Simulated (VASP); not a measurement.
Crystal: Mg.

```xyz
3
Lattice="0.0000 3.3172 3.3172 3.3172 0.0000 3.3172 3.3172 3.3172 0.0000" Properties=species:S:1:pos:R:3 pbc="T T T"
Mg    1.6586    1.6586    1.6586
Mg    4.9758    4.9758    4.9758
Mg    3.3172    3.3172    3.3172
```

```yaml
Program: VASP 6.6.1
Task: relaxation of cell and atoms
Functional: PBE
Potentials_or_basis: VASP PAW PBE potentials, release 64 (Mg)
Cutoff: 600 eV
k_mesh: 4 × 4 × 4
Occupations: gaussian, width 0.1 eV
Spin: no spin polarisation
```

At the start: pressure 4.8 GPa; volume 24.33 Å³/atom.

**Question.** How do energy, volume and symmetry change on relaxing?

**Answer.** Over 3 steps the energy falls by 52.0 meV/atom and the volume is 28.33 Å³/atom (+16.4 %); space group Fm-3m (No. 225, to 0.05 Å).

Step by step:
```tsv
step	energy change (eV)	largest force (eV/Å)	pressure (GPa)	volume (Å³)
1	0.0000	0.0000	4.84	73.00
2	-0.1440	0.0000	1.15	81.06
3	-0.1560	0.0000	-0.12	85.00
```

Final structure:
```cif
data_structure
_symmetry_space_group_name_H-M 'P 1'
_symmetry_Int_Tables_number 1
_cell_length_a 4.9352
_cell_length_b 4.9352
_cell_length_c 4.9352
_cell_angle_alpha 60.000
_cell_angle_beta 60.000
_cell_angle_gamma 60.000
_cell_volume 85.00
loop_
_atom_site_label
_atom_site_type_symbol
_atom_site_fract_x
_atom_site_fract_y
_atom_site_fract_z
_atom_site_occupancy
Mg1 Mg 0.25000 0.25000 0.25000 1
Mg2 Mg 0.75000 0.75000 0.75000 1
Mg3 Mg 0.50000 0.50000 0.50000 1
```

Caveat: the k points lie up to 0.39 Å⁻¹ apart in the final cell; the volume moved by over 15 % at a fixed basis, so the end points are rough.
